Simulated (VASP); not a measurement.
Ti, 1 atom in the cell. It takes space group I4/mmm (No. 139, tetragonal). Conventional cell: a = 2.907 Å, b = 2.907 Å, c = 4.400 Å, α = 90.00°, β = 90.00°, γ = 90.00°. Ti (site symmetry 4/mmm) has 12 Ti at 2.91 to 3.01 Å within 3.8 Å.  This cell differs from its parent crystal: normal strain along x +0.0000, normal strain along y +0.0700.

| Quantity | Value |
| --- | --- |
| Program | VASP 6.6.1 |
| Task | single point |
| Functional | PBE |
| Potentials or basis | VASP PAW PBE potentials, release 64 (Ti_sv) |
| Cutoff | 520 eV |
| k mesh | 18 × 18 × 18 |
| Occupations | gaussian, width 0.15 eV |
| Spin | no spin polarisation |
| Dipole correction | no |
| Further INCAR settings | ALGO = Fast; EDIFF = 1e-07; NBANDS = 12 |

Potentials or basis: VASP PAW PBE potentials, release 64 (Ti_sv).

The run is started by

```console
$ cat potpaw_PBE.64/Ti_sv/POTCAR > POTCAR
$ mpirun -np 1 vasp_std > vasp.out
```

Hardware: 1 thread of Intel Xeon 8259CL, on a shared host.

Question: Estimate the wall time of this run.

Answer: It took 4.1 min on 1 thread of Intel Xeon 8259CL (shared host), peak memory 0.23 GiB. Counts: scf iterations 24, k points 480.
